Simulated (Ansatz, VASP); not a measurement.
One calculation of CuI, two programs

Contents of INCAR:

```
PREC = Accurate
ENCUT = 600
EDIFF = 1E-6
ISMEAR = 0
SIGMA = 0.01
LREAL = False
LASPH = True
NELM = 120
ALGO = Normal
ISIF = 2
LWAVE = False
LCHARG = True
GGA = PE
LELF = True
LVHAR = True
NBANDS = 16
GGA_COMPAT = False
```

KPOINTS

```
Automatic mesh
0
Gamma
  6 6 6
```

File POSCAR:

```
CuI
1.0
    0.0000000000      3.0394494712      3.0394494712
    3.0394494712      0.0000000000      3.0394494712
    3.0394494712      3.0394494712      0.0000000000
Cu I
1 1
Direct
    0.2500000000      0.2500000000      0.2500000000
    0.0000000000      0.0000000000      0.0000000000
```

Input for Ansatz:

```yaml
crystal:
  lattice:
    - [0.0, 3.0394494712, 3.0394494712]
    - [3.0394494712, 0.0, 3.0394494712]
    - [3.0394494712, 3.0394494712, 0.0]
  atoms:
    - { symbol: Cu, position: [0.25, 0.25, 0.25] }
    - { symbol: I, position: [0.0, 0.0, 0.0] }
kpoints:
  mp_grid: { grid: [6, 6, 6] }
hamiltonian:
  xc: pbe
scf:
  occupations: { method: fixed }
  n_extra_bands: 4
output:
  forces: true
  stress: true
  eigenvalues: true
```

Alike in both runs: task single point; functional PBE; k mesh 6 × 6 × 6; no spin polarisation.

|  | VASP | Ansatz |
| --- | --- | --- |
| version | VASP 6.6.1 | Ansatz 0.2.0 |
| potentials or method | VASP PAW PBE potentials, release 64 (Cu, I) | plane waves, PAW |
| plane-wave cutoff (eV) | 600 | 420 |
| occupations | gaussian, width 0.01 eV | fixed |
| valence electrons in the cell | 18 | 36 |

```tsv
	VASP	Ansatz	Ansatz less VASP
gap on the k mesh at the Fermi level (eV)	1.12	1.10	-0.022
pressure (GPa)	0.1	0.0	-0.03
```

VASP's potentials hold 18 valence electrons a cell and Ansatz's 36, so a difference there can come from the potentials and not from the codes.

Neither program's run includes spin-orbit coupling.
